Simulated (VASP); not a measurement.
# Ga3Se (P4/mmm) in VASP: single point with PBE

Aim: the single point of Ga3Se with PBE.

Everything below comes from runs of VASP 6.6.1. Logs are shortened: lines on timing, memory, paths and dates and some standing lists are left out, and cuts for length are marked.

### 1 The cell of the first run

It takes space group P4/mmm (No. 123, tetragonal). Conventional cell: a = 4.371 Å, b = 4.371 Å, c = 4.479 Å, α = 90.00°, β = 90.00°, γ = 90.00°. Within 4.1 Å of Ga (site symmetry mmm) lie 8 Ga at 3.09 to 3.13 Å and 4 Se at 3.13 Å. Within 4.1 Å of Ga (site symmetry 4/mmm) lie 4 Se at 3.09 Å and 8 Ga at 3.13 Å. Within 4.1 Å of Se (site symmetry 4/mmm) lie 12 Ga at 3.09 to 3.13 Å.

The cell was generated, and may not be a known phase.

### 2 Single point, PBE

Input file INCAR:

```
SYSTEM = Ga3Se
PREC = Accurate ; ENCUT = 520
EDIFF = 1E-7 ; ISMEAR = 0
SIGMA = 0.1 ; LREAL = .False.
LASPH = .True. ; NELM = 80
ALGO = Normal ; ISIF = 2
LWAVE = .False. ; LCHARG = .False.
GGA = PE ; NBANDS = 30
```

Input file KPOINTS:

```
Automatic mesh
0
Gamma
  12 12 10
  0 0 0
```

Input file POSCAR:

```
Ga3Se
1.0
    4.3708834651      0.0000000000      0.0000000000
    0.0000000000      4.3708834651      0.0000000000
    0.0000000000      0.0000000000      4.4788700141
Ga Se
3 1
Direct
    0.0000000000      0.5000000000      0.5000000000
    0.5000000000      0.0000000000      0.5000000000
    0.5000000000      0.5000000000      0.0000000000
    0.0000000000      0.0000000000      0.0000000000
```

Potentials or basis: VASP PAW PBE potentials, release 64 (Ga_d, Se).

Command:

```
cat potpaw_PBE.64/Ga_d/POTCAR potpaw_PBE.64/Se/POTCAR > POTCAR
mpirun -np 1 vasp_std > vasp.out
```

OUTCAR:

```text
SYSTEM = Ga3Se
   PREC = Accurate
   ENCUT = 520
   EDIFF = 1E-7
   ISMEAR = 0
   LREAL = .False.
   LASPH = .True.
   NELM = 80
   ISIF = 2
   GGA = PE

 ion  position               nearest neighbor table
   1  0.000  0.500  0.500-
   2  0.500  0.000  0.500-
   3  0.500  0.500  0.000-
   4  0.000  0.000  0.000-

  LATTYP: Found a simple tetragonal cell.
 ALAT       =     4.3708834651
 C/A-ratio  =     1.0247058861

  Lattice vectors:

 A1 = (   4.3708834651,   0.0000000000,   0.0000000000)
 A2 = (   0.0000000000,   4.3708834651,   0.0000000000)
 A3 = (   0.0000000000,   0.0000000000,   4.4788700141)

Analysis of symmetry for initial positions (statically):
=====================================================================
 Subroutine PRICEL returns:
 Original cell was already a primitive cell.

 Routine SETGRP: Setting up the symmetry group for a
 simple tetragonal supercell.

 Subroutine GETGRP returns: Found 16 space group operations
 (whereof 16 operations were pure point group operations)
 out of a pool of 16 trial point group operations.

The static configuration has the point symmetry D_4h.

Analysis of symmetry for dynamics (positions and initial velocities):
=====================================================================
 Subroutine PRICEL returns:
 Original cell was already a primitive cell.

 Routine SETGRP: Setting up the symmetry group for a
 simple tetragonal supercell.

 Subroutine GETGRP returns: Found 16 space group operations
 (whereof 16 operations were pure point group operations)
 out of a pool of 16 trial point group operations.

The dynamic configuration has the point symmetry D_4h.

 Subroutine INISYM returns: Found 16 space group operations
 (whereof 16 operations are pure point group operations),
 and found     1 'primitive' translations

----------------------------------------------------------------------------------------

                                     Primitive cell

  volume of cell :      85.5671

  direct lattice vectors                    reciprocal lattice vectors
     4.370883465  0.000000000  0.000000000     0.228786699  0.000000000  0.000000000
     0.000000000  4.370883465  0.000000000     0.000000000  0.228786699  0.000000000
     0.000000000  0.000000000  4.478870014     0.000000000  0.000000000  0.223270601

  length of vectors
     4.370883465  4.370883465  4.478870014     0.228786699  0.228786699  0.223270601

  position of ions in fractional coordinates (direct lattice)
     0.000000000  0.500000000  0.500000000
     0.500000000  0.000000000  0.500000000
     0.500000000  0.500000000  0.000000000
     0.000000000  0.000000000  0.000000000

  ion indices of the primitive-cell ions
   primitive index   ion index
                 1           1
                 2           2
                 3           3
                 4           4

----------------------------------------------------------------------------------------

 KPOINTS: Automatic mesh

Automatic generation of k-mesh.
 Grid dimensions read from file:
 generate k-points for:   12   12   10

 Generating k-lattice:

  Cartesian coordinates                     Fractional coordinates (reciprocal lattice)
     0.019065558  0.000000000  0.000000000     0.083333333  0.000000000  0.000000000
     0.000000000  0.019065558  0.000000000     0.000000000  0.083333333  0.000000000
     0.000000000  0.000000000  0.022327060     0.000000000  0.000000000  0.100000000

  Length of vectors
     0.019065558  0.019065558  0.022327060

  Shift w.r.t. Gamma in fractional coordinates (k-lattice)
     0.000000000  0.000000000  0.000000000

 Subroutine IBZKPT returns following result:
 ===========================================

 Found    168 irreducible k-points:

 Following reciprocal coordinates:
            Coordinates               Weight
  0.000000  0.000000  0.000000      1.000000
  0.083333  0.000000  0.000000      4.000000
  0.166667  0.000000  0.000000      4.000000
  0.250000  0.000000  0.000000      4.000000
  0.333333  0.000000  0.000000      4.000000
  0.416667  0.000000  0.000000      4.000000
[... 16 lines left out ...]
  0.333333  0.333333  0.000000      4.000000
  0.416667  0.333333  0.000000      8.000000
 [... further k-points ...]
   k-points           NKPTS =    168   k-points in BZ     NKDIM =    168   number of bands    NBANDS=     30
   number of dos      NEDOS =    301   number of ions     NIONS =      4
   total plane-waves  NPLWV =  46656
   dimension x,y,z NGX =    36 NGY =   36 NGZ =   36
   dimension x,y,z NGXF=    72 NGYF=   72 NGZF=   72
   ions per type =               3   1
   NGX,Y,Z   is equivalent  to a cutoff of  13.69, 13.69, 13.36 a.u.
   NGXF,Y,Z  is equivalent  to a cutoff of  27.39, 27.39, 26.72 a.u.
 SYSTEM =  Ga3Se
   PREC   = accura    normal or accurate (medium, high low for compatibility)
   ISTART =      0    job   : 0-new  1-cont  2-samecut
   ICHARG =      2    charge: 1-file 2-atom 10-const
   ISPIN  =      1    spin polarized calculation?
   LNONCOLLINEAR =      F non collinear calculations
   LSORBIT =      F    spin-orbit coupling
   LASPH  =      T    aspherical Exc in radial PAW
   ENCUT  =  520.0 eV  38.22 Ry    6.18 a.u.   8.13  8.13  8.33*2*pi/ulx,y,z
   NELM   =     80;   NELMIN=  2; NELMDL= -5     # of ELM steps
   EDIFF  = 0.1E-06   stopping-criterion for ELM
   LREAL  =      F    real-space projection
   EDIFFG = 0.1E-05   stopping-criterion for IOM
   NSW    =      0    number of steps for IOM
   IBRION =     -1    ionic relax: 0-MD 1-quasi-New 2-CG
   NFREE  =      0    steps in history (QN), initial steepest desc. (CG)
   ISIF   =      2    stress and relaxation
   ISYM   =      2    0-nonsym 1-usesym 2-fastsym
   POTIM  = 0.5000    time-step for ionic-motion
   TEBEG  =    0.0;   TEEND  =   0.0 temperature during run
   PSTRESS=    0.0 pullay stress
   NELECT =      45.0000    total number of electrons
   NUPDOWN=      -1.0000    fix difference up-down
   EMIN   =  10.00;   EMAX   =-10.00  energy-range for DOS
   EFERMI =   0.00;   METHOD = LEGACY
   ISMEAR =     0;   SIGMA  =   0.10  broadening in eV -4-tet -1-fermi 0-gaus
   EFERMI_NEDOS =   21; number of points for ismear=-14 and -15
   IALGO  =     38    algorithm
   IMIX   =      4    mixing-type and parameters
     AMIX     =   0.40;   BMIX     =  1.00
     AMIX_MAG =   1.60;   BMIX_MAG =  1.00
  volume/ion in A,a.u.               =      21.39       144.36
  Fermi-wavevector in a.u.,A,eV,Ry     =   1.321428  2.497136 23.758096  1.746171
  Thomas-Fermi vector in A             =   2.451182
   LORBIT       =      0    0 simple, 1 ext, 2 COOP (PROOUT), +10 PAW based schemes
   GGA     = PE    functional components
   LHFCALC =     F    Hartree Fock is set to
   AEXX    =    0.0000 exact exchange contribution
   IVDW    =     0    specifies the selected vdW correction
   LEPSILON=     F    determine dielectric tensor
   LRPA    =     F    only Hartree local field effects (RPA)
 non-spin polarized calculation
 Gauss-broadening in eV      SIGMA  =   0.10
  energy-cutoff  :      520.00
  volume of cell :       85.57
 maximum number of plane-waves:      2333
 NGX is ok and might be reduce to    36
   NGX = 17   NGY = 17   NGZ = 17

 number of electron      44.9999987 magnetization

 Free energy of the ion-electron system (eV)
  ---------------------------------------------------
  ext. energy  EPLUGINS =         0.00000000
  ---------------------------------------------------
  free energy    TOTEN  =       -12.42833740 eV

  energy without entropy =      -12.42204692  energy(sigma->0) =      -12.42519216

 E-fermi :   4.7795     XC(G=0): -10.3524

 val. band max:        4.7694301463   @ k =   0.4167   0.2500   0.2000
 cond. band min:       4.7816238184   @ k =   0.4167   0.1667   0.3000
 fundamental gap:      0.0121936720
 Fermi energy:         4.7794713543

 k-point     1 :       0.0000    0.0000    0.0000
  band No.  band energies     occupation
      1     -10.2663      2.00000
      2     -10.2494      2.00000
      3     -10.2367      2.00000
      4     -10.2367      2.00000
      5     -10.1965      2.00000
      6     -10.1807      2.00000
[... 22 lines left out ...]
     29      10.8249      0.00000
     30      11.7910      0.00000

 k-point     2 :       0.0833    0.0000    0.0000
  band No.  band energies     occupation
      1     -10.2615      2.00000
      2     -10.2456      2.00000
      3     -10.2358      2.00000
      4     -10.2333      2.00000
      5     -10.1943      2.00000
      6     -10.1797      2.00000
[... 22 lines left out ...]
     29      11.0632      0.00000
     30      11.9642      0.00000

 k-point     3 :       0.1667    0.0000    0.0000
  band No.  band energies     occupation
      1     -10.2478      2.00000
      2     -10.2343      2.00000
      3     -10.2330      2.00000
      4     -10.2233      2.00000
      5     -10.1887      2.00000
      6     -10.1761      2.00000
[... 22 lines left out ...]
     29      11.5585      0.00000
     30      12.0855      0.00000

 k-point     4 :       0.2500    0.0000    0.0000
  band No.  band energies     occupation
      1     -10.2291      2.00000
      2     -10.2272      2.00000
      3     -10.2162      2.00000
      4     -10.2074      2.00000
      5     -10.1826      2.00000
      6     -10.1683      2.00000
[... 616 lines left out ...]
     29       8.8795      0.00000
     30      11.5227      0.00000

 k-point    23 :       0.3333    0.3333    0.0000
  band No.  band energies     occupation
      1     -10.2067      2.00000
      2     -10.1947      2.00000
      3     -10.1693      2.00000
      4     -10.1581      2.00000
      5     -10.1573      2.00000
      6     -10.1567      2.00000
[... 22 lines left out ...]
     29       9.5737      0.00000
     30       9.9385      0.00000

 k-point    24 :       0.4167    0.3333    0.0000
  band No.  band energies     occupation
      1     -10.1992      2.00000
      2     -10.1859      2.00000
      3     -10.1773      2.00000
      4     -10.1664      2.00000
      5     -10.1569      2.00000
      6     -10.1356      2.00000
[... 22 lines left out ...]
     29       9.6360      0.00000
     30      10.9491      0.00000

 [... further k-points ...]

------------------------ aborting loop because EDIFF is reached ----------------------------------------

  FORCE on cell =-STRESS in cart. coord.  units (eV):
  Direction    XX          YY          ZZ          XY          YZ          ZX
  --------------------------------------------------------------------------------------
  -------------------------------------------------------------------------------------
  Total        0.0326273      0.0326273      0.0144277      0.0000000      0.0000000      0.0000000
  in kB        0.6109207      0.6109207      0.2701471      0.0000000      0.0000000      0.0000000
  external PRESSURE =       0.4973295 kB  Pullay stress =       0.0000000 kB

 VOLUME and BASIS-vectors are now :
 -----------------------------------------------------------------------------
  energy-cutoff  :      520.00
  volume of cell :       85.57
      direct lattice vectors                 reciprocal lattice vectors
     4.370883465  0.000000000  0.000000000     0.228786699  0.000000000  0.000000000
     0.000000000  4.370883465  0.000000000     0.000000000  0.228786699  0.000000000
     0.000000000  0.000000000  4.478870014     0.000000000  0.000000000  0.223270601

 POSITION                                       TOTAL-FORCE (eV/Angst)
 -----------------------------------------------------------------------------------
      0.00000      2.18544      2.23944         0.000000      0.000000      0.000000
      2.18544      0.00000      2.23944         0.000000      0.000000      0.000000
      2.18544      2.18544      0.00000         0.000000      0.000000      0.000000
      0.00000      0.00000      0.00000         0.000000      0.000000      0.000000
 -----------------------------------------------------------------------------------
    total drift:                                0.000000      0.000000      0.000000

  FREE ENERGIE OF THE ION-ELECTRON SYSTEM (eV)
  ---------------------------------------------------
  free  energy   TOTEN  =       -12.4283373959 eV

  energy  without entropy=      -12.4220469177  energy(sigma->0) =      -12.42519216
```

Wall time 9 min (1 thread of Intel Xeon 8259CL, shared host); peak memory 0.47 GiB.

What came out:

```yaml
Free_energy: -12.4283 eV
Pressure: 0.0 GPa
Band_gap_on_the_k_mesh: zero (an odd number of electrons rules out a gap without spin polarisation)
```
